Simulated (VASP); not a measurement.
Input of a VASP 6.6.1 run:

Contents of INCAR:

```
ALGO = Normal
EDIFF = 1E-7
ENCUT = 520
GGA = PE
ISIF = 2
ISMEAR = 0
LASPH = T
LCHARG = F
LREAL = F
LWAVE = F
NBANDS = 20
NELM = 80
PREC = Accurate
SIGMA = 0.2
```

KPOINTS

```
k-points
0
Gamma
  6 6 6
```

POSCAR

```
SiB6
1.0
    4.1982224124     -0.0608781314      0.0620846214
   -0.0657324320      4.1978537124     -0.0654011718
    0.0628030692     -0.0612604018      4.1982770036
Si B
1 6
Direct
   -0.1298905103      0.1299050315      0.8702708759
    0.8216170469      0.4880892360      0.5119234833
    0.2255119340      0.4704860806      0.5293802863
    0.5294953617      0.7745012933      0.5294693826
    0.5118700097      0.1784028183      0.5118943506
    0.5119513697      0.4881673844      0.8215838082
    0.5294447884      0.4704481557      0.2254778130
```

Potentials or basis: VASP PAW PBE potentials, release 64 (Si, B).

Launch:

```bash
$ cat potpaw_PBE.64/Si/POTCAR potpaw_PBE.64/B/POTCAR > POTCAR
$ mpirun -np 1 vasp_std > vasp.out
```

What does it give for the pressure?

0.0 GPa.

Predict the largest force.

0.030 eV/Å.

Forces in eV/Å, atoms in the order of the input:
```
Si  -0.012  0.012 -0.013
B    0.026 -0.003  0.004
B   -0.028 -0.001  0.004
B    0.002  0.027  0.002
B    0.005 -0.029  0.004
B    0.003 -0.007  0.026
B    0.003  0.001 -0.026
```
